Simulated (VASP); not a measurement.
# Sn in VASP: notebook, part 2 of 2

VASP 6.6.1. Earlier steps stand in the parts before.

**4. Single point, LDA**

This run uses another cell than the first one, of 25.90 Å³/atom.

Contents of INCAR:

```
ALGO = Normal
EDIFF = 1E-6
ENCUT = 520
ISIF = 2
ISMEAR = -1
LASPH = T
LCHARG = F
LREAL = F
LWAVE = F
NBANDS = 13
NELM = 100
PREC = Accurate
SIGMA = 0.05
```

Contents of KPOINTS:

```
k-points
0
Gamma
  11 11 11
```

Contents of POSCAR:

```
Sn
1.0
   -1.6837866087      1.6837651610      2.2840585710
    1.6837866087     -1.6837651610      2.2840585710
    1.6837866087      1.6837651610     -2.2840585710
Sn
1
Direct
    0.0000000000      0.0000000000      0.0000000000
```

Potentials or basis: VASP PAW LDA potentials, release 64 (Sn_d).

Started as:

```sh
$ cat potpaw_LDA.64/Sn_d/POTCAR > POTCAR
$ mpirun -np 1 vasp_std > vasp.out
```

OUTCAR:

```text
EDIFF = 1E-6
   ENCUT = 520
   ISIF = 2
   ISMEAR = -1
   LASPH = T
   LREAL = F
   NELM = 100
   PREC = Accurate

 ion  position               nearest neighbor table
   1  0.000  0.000  0.000-

  LATTYP: Found a body centered orthorhombic cell.
 ALAT       =     3.3675303220
 B/A-ratio  =     1.0000127379
 C/A-ratio  =     1.3565184884

  Lattice vectors:

 A1 = (   1.6837866087,  -1.6837651610,  -2.2840585710)
 A2 = (  -1.6837866087,   1.6837651610,  -2.2840585710)
 A3 = (   1.6837866087,   1.6837651610,   2.2840585710)

Analysis of symmetry for initial positions (statically):
=====================================================================
 Subroutine PRICEL returns:
 Original cell was already a primitive cell.

 Routine SETGRP: Setting up the symmetry group for a
 body centered orthorhombic supercell.

 Subroutine GETGRP returns: Found  8 space group operations
 (whereof  8 operations were pure point group operations)
 out of a pool of  8 trial point group operations.

The static configuration has the point symmetry D_2h.

Analysis of symmetry for dynamics (positions and initial velocities):
=====================================================================
 Subroutine PRICEL returns:
 Original cell was already a primitive cell.

 Routine SETGRP: Setting up the symmetry group for a
 body centered orthorhombic supercell.

 Subroutine GETGRP returns: Found  8 space group operations
 (whereof  8 operations were pure point group operations)
 out of a pool of  8 trial point group operations.

The dynamic configuration has the point symmetry D_2h.

 Subroutine INISYM returns: Found  8 space group operations
 (whereof  8 operations are pure point group operations),
 and found     1 'primitive' translations

----------------------------------------------------------------------------------------

                                     Primitive cell

  volume of cell :      25.9021

  direct lattice vectors                    reciprocal lattice vectors
    -1.683786609  1.683765161  2.284058571     0.000000000  0.296953525  0.218908572
     1.683786609 -1.683765161  2.284058571     0.296949743  0.000000000  0.218908572
     1.683786609  1.683765161 -2.284058571     0.296949743  0.296953525  0.000000000

  length of vectors
     3.299564519  3.299564519  3.299564519     0.368920532  0.368917487  0.419953028

  position of ions in fractional coordinates (direct lattice)
     0.000000000  0.000000000  0.000000000

  ion indices of the primitive-cell ions
   primitive index   ion index
                 1           1

----------------------------------------------------------------------------------------

 KPOINTS: k-points

Automatic generation of k-mesh.
 Grid dimensions read from file:
 generate k-points for:   11   11   11

 Generating k-lattice:

  Cartesian coordinates                     Fractional coordinates (reciprocal lattice)
     0.000000000  0.026995775  0.019900779     0.090909091 -0.000000000  0.000000000
     0.026995431  0.000000000  0.019900779     0.000000000  0.090909091  0.000000000
     0.026995431  0.026995775  0.000000000     0.000000000 -0.000000000  0.090909091

  Length of vectors
     0.033538230  0.033537953  0.038177548

  Shift w.r.t. Gamma in fractional coordinates (k-lattice)
     0.000000000  0.000000000  0.000000000

 Subroutine IBZKPT returns following result:
 ===========================================

 Found    216 irreducible k-points:

 Following reciprocal coordinates:
            Coordinates               Weight
  0.000000  0.000000  0.000000      1.000000
  0.090909  0.000000 -0.000000      4.000000
  0.181818 -0.000000  0.000000      4.000000
  0.272727  0.000000  0.000000      4.000000
  0.363636  0.000000 -0.000000      4.000000
  0.454545  0.000000 -0.000000      4.000000
[... 16 lines left out ...]
  0.454545  0.181818 -0.000000      8.000000
 -0.454545  0.181818 -0.000000      8.000000
 [... further k-points ...]
   k-points           NKPTS =    216   k-points in BZ     NKDIM =    216   number of bands    NBANDS=     13
   number of dos      NEDOS =    301   number of ions     NIONS =      1
   total plane-waves  NPLWV =  21952
   dimension x,y,z NGX =    28 NGY =   28 NGZ =   28
   dimension x,y,z NGXF=    56 NGYF=   56 NGZF=   56
   ions per type =               1
   NGX,Y,Z   is equivalent  to a cutoff of  14.11, 14.11, 14.11 a.u.
   NGXF,Y,Z  is equivalent  to a cutoff of  28.22, 28.22, 28.22 a.u.
 SYSTEM =  unknown system
   PREC   = accura    normal or accurate (medium, high low for compatibility)
   ISTART =      0    job   : 0-new  1-cont  2-samecut
   ICHARG =      2    charge: 1-file 2-atom 10-const
   ISPIN  =      1    spin polarized calculation?
   LNONCOLLINEAR =      F non collinear calculations
   LSORBIT =      F    spin-orbit coupling
   LASPH  =      T    aspherical Exc in radial PAW
   ENCUT  =  520.0 eV  38.22 Ry    6.18 a.u.   6.14  6.14  6.14*2*pi/ulx,y,z
   NELM   =    100;   NELMIN=  2; NELMDL= -5     # of ELM steps
   EDIFF  = 0.1E-05   stopping-criterion for ELM
   LREAL  =      F    real-space projection
   EDIFFG = 0.1E-04   stopping-criterion for IOM
   NSW    =      0    number of steps for IOM
   IBRION =     -1    ionic relax: 0-MD 1-quasi-New 2-CG
   NFREE  =      0    steps in history (QN), initial steepest desc. (CG)
   ISIF   =      2    stress and relaxation
   ISYM   =      2    0-nonsym 1-usesym 2-fastsym
   POTIM  = 0.5000    time-step for ionic-motion
   TEBEG  =    0.0;   TEEND  =   0.0 temperature during run
   PSTRESS=    0.0 pullay stress
   NELECT =      14.0000    total number of electrons
   NUPDOWN=      -1.0000    fix difference up-down
   EMIN   =  10.00;   EMAX   =-10.00  energy-range for DOS
   EFERMI =   0.00;   METHOD = LEGACY
   ISMEAR =    -1;   SIGMA  =   0.05  broadening in eV -4-tet -1-fermi 0-gaus
   EFERMI_NEDOS =   21; number of points for ismear=-14 and -15
   IALGO  =     38    algorithm
   IMIX   =      4    mixing-type and parameters
     AMIX     =   0.40;   BMIX     =  1.00
     AMIX_MAG =   1.60;   BMIX_MAG =  1.00
  volume/ion in A,a.u.               =      25.90       174.80
  Fermi-wavevector in a.u.,A,eV,Ry     =   1.333539  2.520022 24.195582  1.778325
  Thomas-Fermi vector in A             =   2.462389
   LORBIT       =      0    0 simple, 1 ext, 2 COOP (PROOUT), +10 PAW based schemes
   GGA     = CA    functional components
   LHFCALC =     F    Hartree Fock is set to
   AEXX    =    0.0000 exact exchange contribution
   IVDW    =     0    specifies the selected vdW correction
   LEPSILON=     F    determine dielectric tensor
   LRPA    =     F    only Hartree local field effects (RPA)
 non-spin polarized calculation
  energy-cutoff  :      520.00
  volume of cell :       25.90
 maximum number of plane-waves:       716
 NGX is ok and might be reduce to    28
   NGX = 13   NGY = 13   NGZ = 13

 number of electron      13.9999999 magnetization

 Free energy of the ion-electron system (eV)
  ---------------------------------------------------
  ext. energy  EPLUGINS =         0.00000000
  ---------------------------------------------------
  free energy    TOTEN  =        -4.44883615 eV

  energy without entropy =       -4.44456741  energy(sigma->0) =       -4.44670178

 E-fermi :   8.4412     XC(G=0): -10.8285

 val. band max:        8.3608596350   @ k =   0.2727   0.4545   0.0000
 cond. band min:       8.4477227594   @ k =  -0.1818   0.3636  -0.0000
 fundamental gap:      0.0868631243
 Fermi energy:         8.4411556762

 k-point     1 :       0.0000    0.0000    0.0000
  band No.  band energies     occupation
      1     -13.0223      2.00000
      2     -13.0223      2.00000
      3     -12.9927      2.00000
      4     -12.9382      2.00000
      5     -12.9028      2.00000
      6      -3.0466      2.00000
      7      16.4031      0.00000
      8      16.4875      0.00000
      9      16.4878      0.00000
     10      19.2562      0.00000
     11      20.6435      0.00000
     12      20.6438      0.00000
     13      20.8182      0.00000
[... 353 lines left out ...]
 k-point    24 :      -0.4545    0.1818   -0.0000
  band No.  band energies     occupation
      1     -13.0402      2.00000
      2     -12.9829      2.00000
      3     -12.9427      2.00000
      4     -12.8852      2.00000
      5     -12.8292      2.00000
      6       0.7925      2.00000
      7       6.0356      2.00000
      8      11.1763      0.00000
      9      12.7936      0.00000
     10      16.1134      0.00000
     11      21.5273      0.00000
     12      22.4945      0.00000
     13      23.9831      0.00000

 [... further k-points ...]

------------------------ aborting loop because EDIFF is reached ----------------------------------------

  FORCE on cell =-STRESS in cart. coord.  units (eV):
  Direction    XX          YY          ZZ          XY          YZ          ZX
  --------------------------------------------------------------------------------------
  -------------------------------------------------------------------------------------
  Total       -0.0021836     -0.0020227      0.0016632      0.0000000      0.0000000      0.0000000
  in kB       -0.1350686     -0.1251140      0.1028758      0.0000000      0.0000000      0.0000000
  external PRESSURE =      -0.0524356 kB  Pullay stress =       0.0000000 kB

 VOLUME and BASIS-vectors are now :
 -----------------------------------------------------------------------------
  energy-cutoff  :      520.00
  volume of cell :       25.90
      direct lattice vectors                 reciprocal lattice vectors
    -1.683786609  1.683765161  2.284058571     0.000000000  0.296953525  0.218908572
     1.683786609 -1.683765161  2.284058571     0.296949743  0.000000000  0.218908572
     1.683786609  1.683765161 -2.284058571     0.296949743  0.296953525  0.000000000

 POSITION                                       TOTAL-FORCE (eV/Angst)
 -----------------------------------------------------------------------------------
      0.00000      0.00000      0.00000         0.000000      0.000000     -0.000000
 -----------------------------------------------------------------------------------
    total drift:                               -0.000000     -0.000000     -0.000000

  FREE ENERGIE OF THE ION-ELECTRON SYSTEM (eV)
  ---------------------------------------------------
  free  energy   TOTEN  =        -4.4488361508 eV

  energy  without entropy=       -4.4445674123  energy(sigma->0) =       -4.44670178
```

stdout:

```text
POSCAR found type information on POSCAR Sn
 POSCAR found :  1 types and       1 ions
 scaLAPACK will be used
 LDA part: xc-table for (Slater(with rela. corr.)+CA(PZ))
 , standard interpolation
 POSCAR, INCAR and KPOINTS ok, starting setup
 FFT: planning ... GRIDC
 FFT: planning ... GRID_SOFT
 FFT: planning ... GRID
 WAVECAR not read
 entering main loop
```

Wall time 54 s (1 thread of Intel Xeon Platinum 8259CL at 2.50GHz (Skylake/Cascade Lake), shared host); peak memory 0.19 GiB.

What came out:

```
Free energy            : -4.4488 eV
Pressure               : 0.0 GPa
Band gap on the k mesh : zero (bands 7 and 8 overlap by 9.93 eV)
```

Levels at points of the mesh, in eV from the Fermi level:
| k point | band 3 | band 4 | band 5 | band 6 | band 7 | band 8 | band 9 | band 10 | band 11 | band 12 |
| --- | --- | --- | --- | --- | --- | --- | --- | --- | --- | --- |
| (0.00, 0.00, 0.00) | -21.43 | -21.38 | -21.34 | -11.49 | 7.96 | 8.05 | 8.05 | 10.82 | 12.20 | 12.20 |

Caveat: spin-orbit coupling is left out, which moves the levels of the heavy elements.

**5. Single point, PBEsol**

This run uses another cell than the first one, of 26.57 Å³/atom.

Contents of INCAR:

```
SYSTEM = Sn
ALGO = Normal
EDIFF = 1E-6
ENCUT = 520
GGA = PS
ISIF = 2
ISMEAR = -1
LASPH = .TRUE.
LCHARG = .FALSE.
LREAL = .FALSE.
LWAVE = .FALSE.
NBANDS = 13
NELM = 100
PREC = Accurate
SIGMA = 0.05
```

Contents of KPOINTS:

```
k-points
0
G
  11 11 11
  0 0 0
```

Contents of POSCAR:

```
Sn
1.0
   -1.6976804038      1.6976433486      2.3045814516
    1.6976804038     -1.6976433486      2.3045814516
    1.6976804038      1.6976433486     -2.3045814516
Sn
1
Direct
    0.0000000000      0.0000000000      0.0000000000
```

Potentials or basis: VASP PAW PBE potentials, release 64 (Sn_d).

Started as:

```sh
$ cat potpaw_PBE.64/Sn_d/POTCAR > POTCAR
$ mpirun -np 1 vasp_std > vasp.out
```

OUTCAR:

```text
SYSTEM = Sn
   EDIFF = 1E-6
   ENCUT = 520
   GGA = PS
   ISIF = 2
   ISMEAR = -1
   LASPH = .TRUE.
   LREAL = .FALSE.
   NELM = 100
   PREC = Accurate

 ion  position               nearest neighbor table
   1  0.000  0.000  0.000-

  LATTYP: Found a body centered orthorhombic cell.
 ALAT       =     3.3952866972
 B/A-ratio  =     1.0000218274
 C/A-ratio  =     1.3575180284

  Lattice vectors:

 A1 = (   1.6976804038,  -1.6976433486,  -2.3045814516)
 A2 = (  -1.6976804038,   1.6976433486,  -2.3045814516)
 A3 = (   1.6976804038,   1.6976433486,   2.3045814516)

Analysis of symmetry for initial positions (statically):
=====================================================================
 Subroutine PRICEL returns:
 Original cell was already a primitive cell.

 Routine SETGRP: Setting up the symmetry group for a
 body centered orthorhombic supercell.

 Subroutine GETGRP returns: Found  8 space group operations
 (whereof  8 operations were pure point group operations)
 out of a pool of  8 trial point group operations.

The static configuration has the point symmetry D_2h.

Analysis of symmetry for dynamics (positions and initial velocities):
=====================================================================
 Subroutine PRICEL returns:
 Original cell was already a primitive cell.

 Routine SETGRP: Setting up the symmetry group for a
 body centered orthorhombic supercell.

 Subroutine GETGRP returns: Found  8 space group operations
 (whereof  8 operations were pure point group operations)
 out of a pool of  8 trial point group operations.

The dynamic configuration has the point symmetry D_2h.

 Subroutine INISYM returns: Found  8 space group operations
 (whereof  8 operations are pure point group operations),
 and found     1 'primitive' translations

----------------------------------------------------------------------------------------

                                     Primitive cell

  volume of cell :      26.5677

  direct lattice vectors                    reciprocal lattice vectors
[... 113 lines left out ...]
   IVDW    =     0    specifies the selected vdW correction
   LEPSILON=     F    determine dielectric tensor
   LRPA    =     F    only Hartree local field effects (RPA)
 non-spin polarized calculation
  energy-cutoff  :      520.00
  volume of cell :       26.57
 maximum number of plane-waves:       730
 NGX is ok and might be reduce to    28
   NGX = 13   NGY = 13   NGZ = 13

 number of electron      14.0000005 magnetization

 Free energy of the ion-electron system (eV)
  ---------------------------------------------------
  ext. energy  EPLUGINS =         0.00000000
  ---------------------------------------------------
  free energy    TOTEN  =        -4.24105453 eV

  energy without entropy =       -4.23684015  energy(sigma->0) =       -4.23894734

 E-fermi :   8.2341     XC(G=0): -10.6082

 val. band max:        8.2324412528   @ k =  -0.3636   0.1818  -0.0000
 cond. band min:       8.2783671646   @ k =   0.2727   0.4545   0.0909
 fundamental gap:      0.0459259118
 Fermi energy:         8.2340889452

 k-point     1 :       0.0000    0.0000    0.0000
  band No.  band energies     occupation
      1     -13.2048      2.00000
      2     -13.2048      2.00000
      3     -13.1782      2.00000
      4     -13.1282      2.00000
      5     -13.0958      2.00000
      6      -3.0596      2.00000
      7      16.0839      0.00000
      8      16.1650      0.00000
      9      16.1655      0.00000
     10      18.9236      0.00000
     11      20.2113      0.00000
     12      20.2118      0.00000
     13      20.3837      0.00000
[... 354 lines left out ...]
  band No.  band energies     occupation
      1     -13.2208      2.00000
      2     -13.1684      2.00000
      3     -13.1320      2.00000
      4     -13.0788      2.00000
      5     -13.0276      2.00000
      6       0.7008      2.00000
      7       5.8664      2.00000
      8      10.9241      0.00000
      9      12.5349      0.00000
     10      15.7432      0.00000
     11      21.0896      0.00000
     12      22.0636      0.00000
     13      23.4906      0.00000

 [... further k-points ...]

------------------------ aborting loop because EDIFF is reached ----------------------------------------

  FORCE on cell =-STRESS in cart. coord.  units (eV):
  Direction    XX          YY          ZZ          XY          YZ          ZX
  --------------------------------------------------------------------------------------
  -------------------------------------------------------------------------------------
  Total       -0.0105116     -0.0102278     -0.0057344     -0.0000000      0.0000000      0.0000000
  in kB       -0.6339086     -0.6167895     -0.3458149     -0.0000000      0.0000000      0.0000000
  external PRESSURE =      -0.5321710 kB  Pullay stress =       0.0000000 kB

 VOLUME and BASIS-vectors are now :
 -----------------------------------------------------------------------------
  energy-cutoff  :      520.00
  volume of cell :       26.57
      direct lattice vectors                 reciprocal lattice vectors
    -1.697680404  1.697643349  2.304581452     0.000000000  0.294525938  0.216959136
     1.697680404 -1.697643349  2.304581452     0.294519510  0.000000000  0.216959136
     1.697680404  1.697643349 -2.304581452     0.294519510  0.294525938  0.000000000

 POSITION                                       TOTAL-FORCE (eV/Angst)
 -----------------------------------------------------------------------------------
      0.00000      0.00000      0.00000         0.000000     -0.000000     -0.000000
 -----------------------------------------------------------------------------------
    total drift:                                0.000000     -0.000000     -0.000000

  FREE ENERGIE OF THE ION-ELECTRON SYSTEM (eV)
  ---------------------------------------------------
  free  energy   TOTEN  =        -4.2410545325 eV

  energy  without entropy=       -4.2368401480  energy(sigma->0) =       -4.23894734
```

OSZICAR:

```text
N       E                     dE             d eps       ncg     rms          rms(c)
DAV:   1     0.808086540598E+02    0.80809E+02   -0.71956E+03  5802   0.162E+03
DAV:   2     0.134480800731E+01   -0.79464E+02   -0.76786E+02  5976   0.340E+02
DAV:   3    -0.414615138211E+01   -0.54910E+01   -0.54740E+01  6701   0.726E+01
DAV:   4    -0.425776033786E+01   -0.11161E+00   -0.11159E+00  6891   0.111E+01
DAV:   5    -0.426147672830E+01   -0.37164E-02   -0.37163E-02  7347   0.197E+00    0.139E+00
DAV:   6    -0.424610663970E+01    0.15370E-01   -0.15785E-02  7283   0.225E+00    0.743E-01
DAV:   7    -0.424134755672E+01    0.47591E-02   -0.87137E-03  7331   0.158E+00    0.116E-01
DAV:   8    -0.424105443233E+01    0.29312E-03   -0.69663E-04  6936   0.460E-01    0.192E-02
DAV:   9    -0.424105428585E+01    0.14648E-06   -0.13330E-05  7884   0.465E-02    0.111E-02
DAV:  10    -0.424105453245E+01   -0.24660E-06   -0.76315E-07  4868   0.943E-03
   1 F= -.42410545E+01 E0= -.42389473E+01  d E =-.421438E-02
```

Wall time 54 s (1 thread of Intel Xeon Platinum 8259CL at 2.50GHz (Skylake/Cascade Lake), shared host); peak memory 0.2 GiB.

What came out:

```
Free energy            : -4.2411 eV
Pressure               : -0.1 GPa
Band gap on the k mesh : zero (bands 7 and 8 overlap by 9.79 eV)
```

Caveat: the PAW data sets were made with another functional, which shifts forces and pressure a little; spin-orbit coupling is left out, which moves the levels of the heavy elements.

**6. Overview**

```csv
level,potentials or basis,cell,gap on the mesh (eV),pressure (GPa)
LDA,"VASP PAW LDA potentials, release 64 (Sn_d)","a = 3.451 Å, angles 119.1, 117.2, 93.3°, 1 atom",none,-6.1
LDA,"VASP PAW LDA potentials, release 64 (Sn_d)","a = 3.473 Å, angles 119.1, 117.2, 93.3°, 1 atom",none,-6.6
LDA,"VASP PAW LDA potentials, release 64 (Sn_d)","a = 3.300 Å, angles 118.6, 118.6, 92.4°, 1 atom",none,0.0
PBEsol,"VASP PAW PBE potentials, release 64 (Sn_d)","a = 3.328 Å, angles 118.7, 118.7, 92.3°, 1 atom",none,-0.1
```

Alike in all rows: task single point; no spin polarisation; k mesh 11 × 11 × 11; cutoff (eV) 520; smearing fermi-dirac 0.05 eV.

Caveats: spin-orbit coupling is left out, which moves the levels of the heavy elements; the cell stands under tension (at least some runs); the PAW data sets were made with another functional, which shifts forces and pressure a little (at least some runs).

Total energies depend on the potentials used, so only differences within one code and one set of settings carry meaning.
